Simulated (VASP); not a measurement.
Wanted: the native input for a VASP 6.6.1 run.

```yaml
Task: single point
Functional: PBE
Potentials_or_basis: VASP PAW PBE potentials, release 64 (Be, Co, F)
Cutoff: 520 eV
k_mesh: 4 × 4 × 4
Occupations: gaussian, width 0.1 eV
Spin: collinear spin, ferromagnetic start
Starting_moments: "[0.0, 3.0, 0.0, 0.0, 0.0, 0.0] μB"
Dipole_correction: no
Further_INCAR_settings: ALGO = Normal; EDIFF = 1e-06; NBANDS = 32
```

The structure of BeCoF4 lies in POSCAR:

```
BeCoF4
1.0
    4.0630765600      0.0000000000      0.0000000000
    0.0000000000      4.0630765600      0.0000000000
    0.0000000000      0.0000000000      5.7460579700
Be Co F
1 1 4
Direct
    0.0000000000      0.0000000000      0.0000000000
    0.5000000000      0.5000000000      0.5000000000
    0.5000000000      0.0000000000      0.2500000000
    0.0000000000      0.5000000000      0.7500000000
    0.5000000000      0.0000000000      0.7500000000
    0.0000000000      0.5000000000      0.2500000000
```

These files were run (other wordings do the same):

INCAR

```
SYSTEM = BeCoF4
  PREC = Accurate
  ENCUT = 520
  EDIFF = 1E-6
  ISMEAR = 0
  SIGMA = 0.1
  LREAL = .False.
  LASPH = .True.
  NELM = 150
  ALGO = Normal
  ISIF = 2
  LWAVE = .False.
  LCHARG = .False.
  ISPIN = 2
  MAGMOM = 0 3 0 0 0 0
  LORBIT = 11
  LMAXMIX = 4
  GGA = PE
  NBANDS = 32
```

KPOINTS

```
Automatic mesh
0
Gamma
  4 4 4
  0 0 0
```

Potentials or basis: VASP PAW PBE potentials, release 64 (Be, Co, F).

Run with:

```console
$ cat potpaw_PBE.64/Be/POTCAR potpaw_PBE.64/Co/POTCAR potpaw_PBE.64/F/POTCAR > POTCAR
$ mpirun -np 1 vasp_std > vasp.out
```

It gave:

```json
{
 "Pressure": "-21.9 GPa",
 "Largest force": "0.226 eV/Å",
 "Band gap on the k mesh": "1.21 eV (least direct gap 1.22 eV)",
 "Net moment": "3.00 μB per cell",
 "Site moments": "Be -0.00; Co +2.73; F +0.05 μB",
 "Valence electrons inside the program's atomic spheres": "Be 0.28; Co 7.19; F 6.00"
}
```

Caveat: the cell stands under tension; a cell with one magnetic atom can't hold antiferromagnetic order, which such compounds often take.

It took 3.4 min on 1 thread of Intel Xeon 8259CL, with other jobs on the host, peak memory 0.27 GiB.
